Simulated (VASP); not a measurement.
## SiC: single point with PBE

Crystal: SiC.

```xyz
4
Lattice="3.0760 0.0000 0.0000 -1.5380 2.6639 0.0000 0.0000 0.0000 5.0480" Properties=species:S:1:pos:R:3 pbc="T T T"
Si    0.0000    1.7759    0.0000
Si    1.5380    0.8880    2.5240
C     0.0750    1.7759    1.9435
C     1.5380    0.8880    4.4675
```

This cell differs from its parent crystal: atom 3 (C) moved +0.075 Å along Cartesian [1 0 0].

```
Program             : VASP 6.6.1
Task                : single point
Functional          : PBE
Potentials or basis : VASP PAW PBE potentials, release 64 (Si, C)
Cutoff              : 520 eV
k mesh              : 12 × 12 × 6
Occupations         : gaussian, width 0.05 eV
Spin                : no spin polarisation
```

| Property | Result |
| --- | --- |
| Pressure | 4.0 GPa |
| Largest force | 1.833 eV/Å |
| Band gap on the k mesh | 2.28 eV (least direct gap 4.01 eV) |

Forces on the atoms (eV/Å):
```
Si   0.165 -0.002  0.763
Si   1.433 -0.173  0.854
C   -1.607  0.178 -0.863
C    0.009 -0.003 -0.754
```

Stress tensor (GPa, compression positive):
```
 6.00 -3.26  1.68
-3.26  5.59 -0.34
 1.68 -0.34  0.52
```

Levels at points of the mesh, in eV from the valence-band top:
```tsv
k point	band 6	band 7	band 8	band 9	band 10	band 11
(0.00, 0.00, 0.00)	-0.41	-0.24	0.00	4.58	5.98	6.45
(0.50, 0.00, 0.00)	-3.65	-3.13	-1.61	2.53	3.91	6.56
(0.00, 0.50, 0.00)	-3.57	-3.29	-1.52	2.55	4.14	6.66
(0.50, 0.50, 0.00)	-3.52	-3.45	-1.44	2.57	4.38	6.83
(0.00, 0.00, 0.50)	-1.01	-1.00	-0.71	5.64	5.67	6.84
(0.50, 0.00, 0.50)	-2.73	-2.43	-2.40	3.16	3.18	4.89
(0.00, 0.50, 0.50)	-2.73	-2.37	-2.30	3.10	3.13	4.93
(0.50, 0.50, 0.50)	-2.59	-2.35	-2.28	3.07	3.09	4.87
```

Wall time 5.4 min on 1 thread of Intel Xeon 8259CL (shared host), peak memory 0.35 GiB.

Caveat: the cell differs from its parent crystal (atom 3 (C) moved +0.075 Å along Cartesian [1 0 0]); the stress differs along the axes, from 1 to 6 GPa; forces of over 1 eV/Å act on the atoms, so gaps and moduli don't describe the material at rest. A k mesh can miss the band edges.
